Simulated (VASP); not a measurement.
# Cs: single point with r2SCAN

Crystal: Cs.

```
Cs
1.0
     0.00000    5.20040    5.20040
     5.20040    0.00000    5.20040
     5.20040    5.20040    0.00000
Cs
2
Direct
  0.50000 0.50000 0.50000
  0.75000 0.75000 0.75000
```

```json
{"Program": "VASP 6.6.1", "Task": "single point", "Functional": "r2SCAN", "Potentials or basis": "VASP PAW PBE potentials, release 64 (Cs_sv)", "Cutoff": "520 eV", "k mesh": "4 × 4 × 4", "Occupations": "gaussian, width 0.1 eV", "Spin": "no spin polarisation", "Dipole correction": "no", "Further INCAR settings": "ALGO = Normal; EDIFF = 1e-07; NBANDS = 16"}
```

The pressure is 0.1 GPa and the band gap on the k mesh is zero (band 9 reaches 0.38 eV, above the bottom of band 10 at 0.02 eV).

Levels at points of the mesh, in eV from the Fermi level:
```csv
k point,band 7,band 8,band 9,band 10,band 11,band 12
"(0.00, 0.00, 0.00)",-11.85,-11.85,-1.70,1.34,1.34,1.50
"(0.50, 0.00, 0.00)",-11.83,-11.83,-0.53,-0.22,1.07,1.07
"(0.50, 0.50, 0.00)",-11.81,-11.81,-0.04,-0.04,0.70,0.70
```

Run time: 6.9 min on 1 thread of Intel(R) Xeon(R) Platinum 8259CL CPU @ 2.50GHz (Skylake/Cascade Lake) (shared host), peak memory 0.45 GiB.

Caveat: the PAW data sets were made with another functional, which shifts forces and pressure a little; spin-orbit coupling is left out, which moves the levels of the heavy elements.
